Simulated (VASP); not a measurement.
CrN2: single point with LDA

CrN2:

```
CELL_PARAMETERS angstrom
3.83936 0.00000 0.00000
0.00000 4.69207 0.00000
0.00000 0.00000 2.70056
ATOMIC_POSITIONS crystal
Cr 0.00000 0.00000 0.00000
Cr 0.50000 0.50000 0.50000
N 0.86449 0.58918 0.00000
N 0.13551 0.41082 0.00000
N 0.36449 0.91082 0.50000
N 0.63551 0.08918 0.50000
```

```json
{"Program": "VASP 6.6.1", "Task": "single point", "Functional": "LDA", "Potentials or basis": "VASP PAW LDA potentials, release 64 (Cr_pv, N)", "Cutoff": "520 eV", "k mesh": "7 × 6 × 10", "Occupations": "fermi-dirac, width 0.05 eV", "Spin": "collinear spin, ferromagnetic start", "Starting moments": "[3.0, 3.0, 0.0, 0.0, 0.0, 0.0] μB", "Dipole correction": "no", "Further INCAR settings": "ALGO = Normal; EDIFF = 1e-06; NBANDS = 35"}
```

The pressure is 0.9 GPa. The largest force is 0.159 eV/Å, the net moment is 4.09 μB per cell and the site moments are Cr +2.02; N -0.04 μB. The valence electrons inside the program's atomic spheres are Cr 11.06; N 3.77.

Forces in eV/Å, atoms in the order of the input:
```
Cr   0.000  0.000  0.000
Cr   0.000  0.000  0.000
N   -0.124  0.099  0.000
N    0.124 -0.099  0.000
N   -0.124 -0.099  0.000
N    0.124  0.099  0.000
```

Stress tensor (GPa, compression positive):
```
1.68 0.00 0.00
0.00 0.90 0.00
0.00 0.00 0.02
```

Levels at points of the mesh, in eV from the Fermi level:
Spin up:
| k point | band 20 | band 21 | band 22 | band 23 | band 24 | band 25 | band 26 | band 27 | band 28 | band 29 |
| --- | --- | --- | --- | --- | --- | --- | --- | --- | --- | --- |
| (0.00, 0.00, 0.00) | -2.61 | -1.28 | -1.00 | -0.73 | -0.57 | -0.36 | -0.16 | 3.50 | 4.08 | 4.08 |
| (0.00, 0.50, 0.00) | -2.41 | -0.95 | -0.95 | 0.04 | 0.04 | 0.34 | 0.34 | 3.11 | 3.11 | 4.08 |
| (0.00, 0.00, 0.50) | -2.40 | -0.92 | -0.92 | 0.44 | 0.44 | 1.03 | 1.03 | 3.09 | 3.09 | 3.63 |
| (0.00, 0.50, 0.50) | -1.29 | -1.01 | -1.01 | -0.14 | -0.14 | 1.04 | 1.04 | 2.48 | 2.48 | 3.19 |
Spin down:
```csv
k point,band 17,band 18,band 19,band 20,band 21,band 22,band 23,band 24
"(0.00, 0.00, 0.00)",-3.73,-3.13,-1.88,-1.81,0.13,0.23,0.81,1.30
"(0.00, 0.50, 0.00)",-2.59,-2.59,-1.67,-1.67,0.61,0.61,1.60,1.60
"(0.00, 0.00, 0.50)",-2.01,-2.01,-1.70,-1.70,1.05,1.05,1.44,1.44
"(0.00, 0.50, 0.50)",-1.26,-1.26,-0.03,-0.03,0.46,0.46,0.97,0.97
```

Wall time 2.4 min on 1 thread of Intel(R) Xeon(R) Platinum 8559C (Emerald Rapids) (shared host), peak memory 0.31 GiB.

Caveat: only a ferromagnetic start was run, and an antiferromagnetic order may lie lower in energy. With open d or f shells a metallic result of LDA can be an artefact of self-interaction; +U or a hybrid may open a gap.
